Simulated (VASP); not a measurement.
# Re (P6_3/mmc) in VASP: further runs, part 2 of 2

VASP 6.6.1.

## (4) Single point, LDA

This run uses another cell than the first one, of 14.32 Å³/atom, 1.029 times its volume.

The input, INCAR:

```
SYSTEM = Re
PREC = Accurate
ENCUT = 520
EDIFF = 1E-6
ISMEAR = -1
SIGMA = 0.05
LREAL = .FALSE.
LASPH = .TRUE.
NELM = 80
ALGO = Normal
ISIF = 2
LWAVE = .FALSE.
LCHARG = .FALSE.
NBANDS = 22
```

The input, KPOINTS:

```
Automatic mesh
0
G
  11 11 3
  0 0 0
```

The input, POSCAR:

```
Re
1.0
    2.7362400034      0.0000000000      0.0000000000
   -1.3681200017      2.3696533538      0.0000000000
    0.0000000000      0.0000000000      8.8365911334
Re
4
Direct
    0.6666666667      0.3333333333      0.7500000000
    0.0000000000      0.0000000000      0.5000000000
    0.3333333333      0.6666666667      0.2500000000
    0.0000000000      0.0000000000      0.0000000000
```

Potentials or basis: VASP PAW LDA potentials, release 64 (Re).

Command:

```bash
$ cat potpaw_LDA.64/Re/POTCAR > POTCAR
$ mpirun -np 1 vasp_std > vasp.out
```

OUTCAR:

```text
SYSTEM = Re
   PREC = Accurate
   ENCUT = 520
   EDIFF = 1E-6
   ISMEAR = -1
   LREAL = .FALSE.
   LASPH = .TRUE.
   NELM = 80
   ISIF = 2

 ion  position               nearest neighbor table
   1  0.667  0.333  0.750-   2 2.72   4 2.72   2 2.72   4 2.72   2 2.72   4 2.72
   2  0.000  0.000  0.500-   1 2.72   3 2.72   1 2.72   3 2.72   1 2.72   3 2.72
   3  0.333  0.667  0.250-   2 2.72   4 2.72   2 2.72   4 2.72   2 2.72   4 2.72
   4  0.000  0.000  0.000-   1 2.72   3 2.72   1 2.72   3 2.72   1 2.72   3 2.72

  LATTYP: Found a hexagonal cell.
 ALAT       =     2.7362400034
 C/A-ratio  =     3.2294649309

  Lattice vectors:

 A1 = (   2.7362400034,   0.0000000000,   0.0000000000)
 A2 = (  -1.3681200017,   2.3696533538,   0.0000000000)
 A3 = (   0.0000000000,   0.0000000000,   8.8365911334)

Analysis of symmetry for initial positions (statically):
=====================================================================
 Subroutine PRICEL returns:
 Original cell was already a primitive cell.

 Routine SETGRP: Setting up the symmetry group for a
 hexagonal supercell.

 Subroutine GETGRP returns: Found 24 space group operations
 (whereof 12 operations were pure point group operations)
 out of a pool of 24 trial point group operations.

The static configuration has the point symmetry D_3d.
 The point group associated with its full space group is D_6h.

Analysis of symmetry for dynamics (positions and initial velocities):
=====================================================================
 Subroutine PRICEL returns:
 Original cell was already a primitive cell.

 Routine SETGRP: Setting up the symmetry group for a
 hexagonal supercell.

 Subroutine GETGRP returns: Found 24 space group operations
 (whereof 12 operations were pure point group operations)
 out of a pool of 24 trial point group operations.

The dynamic configuration has the point symmetry D_3d.
 The point group associated with its full space group is D_6h.

 Subroutine INISYM returns: Found 24 space group operations
 (whereof 12 operations are pure point group operations),
 and found     1 'primitive' translations

----------------------------------------------------------------------------------------

                                     Primitive cell

  volume of cell :      57.2959

  direct lattice vectors                    reciprocal lattice vectors
     2.736240003  0.000000000  0.000000000     0.365465017  0.211001326  0.000000000
    -1.368120002  2.369653354  0.000000000     0.000000000  0.422002652  0.000000000
     0.000000000  0.000000000  8.836591133     0.000000000  0.000000000  0.113165811

  length of vectors
     2.736240003  2.736240003  8.836591133     0.422002652  0.422002652  0.113165811

  position of ions in fractional coordinates (direct lattice)
     0.666666667  0.333333333  0.750000000
     0.000000000  0.000000000  0.500000000
     0.333333333  0.666666667  0.250000000
     0.000000000  0.000000000  0.000000000

  ion indices of the primitive-cell ions
   primitive index   ion index
                 1           1
                 2           2
                 3           3
                 4           4

----------------------------------------------------------------------------------------

 KPOINTS: Automatic mesh

Automatic generation of k-mesh.
 Grid dimensions read from file:
 generate k-points for:   11   11    3

 Generating k-lattice:

  Cartesian coordinates                     Fractional coordinates (reciprocal lattice)
     0.033224092  0.019181939  0.000000000     0.090909091  0.000000000  0.000000000
     0.000000000  0.038363877  0.000000000     0.000000000  0.090909091  0.000000000
     0.000000000  0.000000000  0.037721937     0.000000000  0.000000000  0.333333333

  Length of vectors
     0.038363877  0.038363877  0.037721937

  Shift w.r.t. Gamma in fractional coordinates (k-lattice)
     0.000000000  0.000000000  0.000000000

 Subroutine IBZKPT returns following result:
 ===========================================

 Found     32 irreducible k-points:

 Following reciprocal coordinates:
            Coordinates               Weight
  0.000000  0.000000  0.000000      1.000000
  0.090909 -0.000000  0.000000      6.000000
  0.181818 -0.000000  0.000000      6.000000
  0.272727  0.000000  0.000000      6.000000
  0.363636 -0.000000  0.000000      6.000000
  0.454545 -0.000000  0.000000      6.000000
[... 16 lines left out ...]
  0.090909  0.090909  0.333333     12.000000
  0.181818  0.090909  0.333333     24.000000
 [... further k-points ...]
   k-points           NKPTS =     32   k-points in BZ     NKDIM =     32   number of bands    NBANDS=     22
   number of dos      NEDOS =    301   number of ions     NIONS =      4
   total plane-waves  NPLWV =  28000
   dimension x,y,z NGX =    20 NGY =   20 NGZ =   70
   dimension x,y,z NGXF=    40 NGYF=   40 NGZF=  140
   ions per type =               4
   NGX,Y,Z   is equivalent  to a cutoff of  12.15, 12.15, 13.17 a.u.
   NGXF,Y,Z  is equivalent  to a cutoff of  24.30, 24.30, 26.34 a.u.
 SYSTEM =  Re
   PREC   = accura    normal or accurate (medium, high low for compatibility)
   ISTART =      0    job   : 0-new  1-cont  2-samecut
   ICHARG =      2    charge: 1-file 2-atom 10-const
   ISPIN  =      1    spin polarized calculation?
   LNONCOLLINEAR =      F non collinear calculations
   LSORBIT =      F    spin-orbit coupling
   LASPH  =      T    aspherical Exc in radial PAW
   ENCUT  =  520.0 eV  38.22 Ry    6.18 a.u.   5.09  5.09 16.43*2*pi/ulx,y,z
   NELM   =     80;   NELMIN=  2; NELMDL= -5     # of ELM steps
   EDIFF  = 0.1E-05   stopping-criterion for ELM
   LREAL  =      F    real-space projection
   EDIFFG = 0.1E-04   stopping-criterion for IOM
   NSW    =      0    number of steps for IOM
   IBRION =     -1    ionic relax: 0-MD 1-quasi-New 2-CG
   NFREE  =      0    steps in history (QN), initial steepest desc. (CG)
   ISIF   =      2    stress and relaxation
   ISYM   =      2    0-nonsym 1-usesym 2-fastsym
   POTIM  = 0.5000    time-step for ionic-motion
   TEBEG  =    0.0;   TEEND  =   0.0 temperature during run
   PSTRESS=    0.0 pullay stress
   NELECT =      28.0000    total number of electrons
   NUPDOWN=      -1.0000    fix difference up-down
   EMIN   =  10.00;   EMAX   =-10.00  energy-range for DOS
   EFERMI =   0.00;   METHOD = LEGACY
   ISMEAR =    -1;   SIGMA  =   0.05  broadening in eV -4-tet -1-fermi 0-gaus
   EFERMI_NEDOS =   21; number of points for ismear=-14 and -15
   IALGO  =     38    algorithm
   IMIX   =      4    mixing-type and parameters
     AMIX     =   0.40;   BMIX     =  1.00
     AMIX_MAG =   1.60;   BMIX_MAG =  1.00
  volume/ion in A,a.u.               =      14.32        96.66
  Fermi-wavevector in a.u.,A,eV,Ry     =   1.289495  2.436792 22.623723  1.662797
  Thomas-Fermi vector in A             =   2.421384
   LORBIT       =      0    0 simple, 1 ext, 2 COOP (PROOUT), +10 PAW based schemes
   GGA     = CA    functional components
   LHFCALC =     F    Hartree Fock is set to
   AEXX    =    0.0000 exact exchange contribution
   IVDW    =     0    specifies the selected vdW correction
   LEPSILON=     F    determine dielectric tensor
   LRPA    =     F    only Hartree local field effects (RPA)
 non-spin polarized calculation
  energy-cutoff  :      520.00
  volume of cell :       57.30
 maximum number of plane-waves:      1559
   NGX = 11   NGY = 11   NGZ = 33

 number of electron      27.9999999 magnetization

 Free energy of the ion-electron system (eV)
  ---------------------------------------------------
  ext. energy  EPLUGINS =         0.00000000
  ---------------------------------------------------
  free energy    TOTEN  =       -55.06652256 eV

  energy without entropy =      -55.04271222  energy(sigma->0) =      -55.05461739

 E-fermi :   8.2847     XC(G=0): -13.9868

 val. band max:        8.2697042989   @ k =   0.3636   0.2727   0.3333
 cond. band min:       8.2947919484   @ k =   0.2727   0.0000   0.0000
 fundamental gap:      0.0250876495
 Fermi energy:         8.2846778578

 k-point     1 :       0.0000    0.0000    0.0000
  band No.  band energies     occupation
      1      -1.7877      2.00000
      2       0.5629      2.00000
      3       0.6499      2.00000
      4       1.4016      2.00000
      5       5.6671      2.00000
      6       5.7653      2.00000
[... 14 lines left out ...]
     21      10.8782      0.00000
     22      10.8784      0.00000
[... 552 lines left out ...]
  band No.  band energies     occupation
      1       0.5896      2.00000
      2       1.2390      2.00000
      3       3.0125      2.00000
      4       3.2396      2.00000
      5       4.1193      2.00000
      6       4.4334      2.00000
[... 14 lines left out ...]
     21      11.4176      0.00000
     22      12.1448      0.00000

 [... further k-points ...]
[... 5 lines left out ...]
  --------------------------------------------------------------------------------------
  -------------------------------------------------------------------------------------
  Total        0.5657325      0.5657325      0.5222097     -0.0000000      0.0000000      0.0000000
  in kB       15.8196890     15.8196890     14.6026534     -0.0000000      0.0000000      0.0000000
  external PRESSURE =      15.4140104 kB  Pullay stress =       0.0000000 kB

 VOLUME and BASIS-vectors are now :
 -----------------------------------------------------------------------------
  energy-cutoff  :      520.00
  volume of cell :       57.30
      direct lattice vectors                 reciprocal lattice vectors
     2.736240003  0.000000000  0.000000000     0.365465017  0.211001326  0.000000000
    -1.368120002  2.369653354  0.000000000     0.000000000  0.422002652  0.000000000
     0.000000000  0.000000000  8.836591133     0.000000000  0.000000000  0.113165811

 POSITION                                       TOTAL-FORCE (eV/Angst)
 -----------------------------------------------------------------------------------
      1.36812      0.78988      6.62744        -0.000000     -0.000000      0.000000
      0.00000      0.00000      4.41830         0.000000      0.000000      0.000000
     -0.00000      1.57977      2.20915         0.000000     -0.000000     -0.000000
      0.00000      0.00000      0.00000         0.000000      0.000000      0.000000
 -----------------------------------------------------------------------------------
    total drift:                                0.000000     -0.000000      0.000000

  FREE ENERGIE OF THE ION-ELECTRON SYSTEM (eV)
  ---------------------------------------------------
  free  energy   TOTEN  =       -55.0665225556 eV

  energy  without entropy=      -55.0427122175  energy(sigma->0) =      -55.05461739
```

OSZICAR:

```text
N       E                     dE             d eps       ncg     rms          rms(c)
DAV:   1     0.311787536920E+03    0.31179E+03   -0.11037E+04  1680   0.130E+03
DAV:   2    -0.236686324505E+02   -0.33546E+03   -0.30748E+03  2024   0.730E+02
DAV:   3    -0.548986982658E+02   -0.31230E+02   -0.27589E+02  2260   0.245E+02
DAV:   4    -0.578241497569E+02   -0.29255E+01   -0.25923E+01  2538   0.618E+01
DAV:   5    -0.579307028825E+02   -0.10655E+00   -0.10522E+00  2356   0.119E+01    0.633E+01
DAV:   6    -0.557869443988E+02    0.21438E+01   -0.21258E+00  2402   0.185E+01    0.275E+01
DAV:   7    -0.550893965184E+02    0.69755E+00   -0.14893E+00  2448   0.150E+01    0.947E-01
DAV:   8    -0.550779337406E+02    0.11463E-01   -0.48457E-02  2520   0.305E+00    0.488E-01
DAV:   9    -0.550672374025E+02    0.10696E-01   -0.10411E-02  2624   0.137E+00    0.299E-01
DAV:  10    -0.550666972598E+02    0.54014E-03   -0.11702E-03  2538   0.315E-01    0.228E-01
DAV:  11    -0.550665198424E+02    0.17742E-03   -0.63668E-04  2648   0.363E-01    0.340E-02
DAV:  12    -0.550665227288E+02   -0.28865E-05   -0.51545E-05  2390   0.774E-02    0.238E-02
DAV:  13    -0.550665225556E+02    0.17324E-06   -0.66068E-07  1268   0.160E-02
   1 F= -.55066523E+02 E0= -.55054617E+02  d E =-.238103E-01
```

Run time: 48 s. Hardware: 1 thread of Intel Xeon Platinum 8259CL at 2.50GHz (Skylake/Cascade Lake), shared host; peak memory 0.16 GiB.

What came out:

```
Free energy            : -55.0665 eV
Pressure               : 1.5 GPa
Band gap on the k mesh : zero (band 14 reaches 9.49 eV, above the bottom of band 15 at 6.88 eV)
```

Stress tensor (GPa, compression positive):
```
1.58 0.00 0.00
0.00 1.58 0.00
0.00 0.00 1.46
```

Caveat: spin-orbit coupling is left out, which moves the levels of the heavy elements.

## (5) Summary

| potentials or basis | cell | cutoff (eV) | second run | gap on the mesh (eV) | pressure (GPa) |
| --- | --- | --- | --- | --- | --- |
| VASP PAW LDA potentials, release 64 (Re_sv_GW) | a = 2.710, b = 2.710, c = 8.756 Å, angles 90.0, 90.0, 120.0°, 4 atoms | 500 | valence_matched | none | 11.3 |
| VASP PAW LDA potentials, release 64 (Re_sv_GW) | a = 2.766, b = 2.766, c = 8.939 Å, angles 90.0, 90.0, 120.0°, 4 atoms | 500 | valence_matched | none | -13.6 |
| VASP PAW LDA potentials, release 64 (Re) | a = 2.736, b = 2.736, c = 8.837 Å, angles 90.0, 90.0, 120.0°, 4 atoms | 520 | - | none | 1.5 |

Alike in all rows: task single point; level LDA; no spin polarisation; k mesh 11 × 11 × 3; smearing fermi-dirac 0.05 eV.

Caveats: spin-orbit coupling is left out, which moves the levels of the heavy elements.

Total energies depend on the potentials used, so only differences within one code and one set of settings carry meaning.
